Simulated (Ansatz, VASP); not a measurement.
# One calculation of C, two programs

File INCAR:

```
SYSTEM = C
  PREC = Accurate
  ENCUT = 520
  EDIFF = 1E-6
  ISMEAR = -1
  SIGMA = 0.1
  LREAL = .False.
  LASPH = .True.
  NELM = 100
  ALGO = Normal
  ISIF = 2
  LWAVE = .False.
  LCHARG = .False.
  GGA = B5
  ALDAX = 1.0
  AGGAX = 1.0
  AGGAC = 1.0
  ALDAC = 0.0
  NBANDS = 16
```

File KPOINTS:

```
regular mesh
0
Gamma
  22 22 2
  0 0 0
```

The input POSCAR:

```
C
1.0
    1.8275035929      0.0000000000      0.0000000000
   -0.9137517964      1.5826645370      0.0000000000
    0.0000000000      0.0000000000     19.2950442112
C
4
Direct
    0.0000000000      1.0000000000      1.0000000000
    0.0000000000      1.0000000000      0.5000000000
    0.3333333333      0.6666666667      0.2500000000
    0.6666666667      0.3333333333      0.7500000000
```

Input for Ansatz:

```yaml
crystal:
  lattice:
    - [1.8275035929, 0.0, 0.0]
    - [-0.9137517964, 1.582664537, 0.0]
    - [0.0, 0.0, 19.2950442112]
  atoms:
    - { symbol: C, position: [0.0, 1.0, 1.0] }
    - { symbol: C, position: [0.0, 1.0, 0.5] }
    - { symbol: C, position: [0.3333333333, 0.6666666667, 0.25] }
    - { symbol: C, position: [0.6666666667, 0.3333333333, 0.75] }
hamiltonian:
  xc: blyp
  pseudopotentials:
    kind: paw
    azcp:
      C: "pseudopotentials/C.paw.azcp"
basis:
  ecutwfc: 420
  fft_grid_basis: typed
kpoints:
  mp_grid: { grid: [22, 22, 2], shift: [0, 0, 0] }
magnetization:
  spin_polarized: false
scf:
  occupations: { method: fermi_dirac, width: 0.1 }
  lower_state_search: "off"
output:
  stress: true
  write_density: true
  write_potential: true
  elf: true
  volumetric_format: npy
```

Alike in both runs: task single point; functional BLYP; k mesh 22 × 22 × 2; occupations fermi-dirac, width 0.1 eV; no spin polarisation.

|  | VASP | Ansatz |
| --- | --- | --- |
| version | VASP 6.6.1 | Ansatz 0.2.0 |
| potentials or method | VASP PAW PBE potentials, release 64 (C), cutoff 520 eV | plane waves (420 eV) with PAW, scalar-relativistic |
| valence electrons in the cell | 16 | 16 |

|  | VASP | Ansatz | Ansatz less VASP |
| --- | --- | --- | --- |
| pressure (GPa) | -1.9 | -1.9 | +0.04 |
| traceless stress, the component that is largest in VASP (GPa) | 2.05 | 2.07 | +0.023 |

VASP's potentials were made for PBE, not for BLYP. The functional is the same, so the differences come from potentials, cutoffs and numerics.
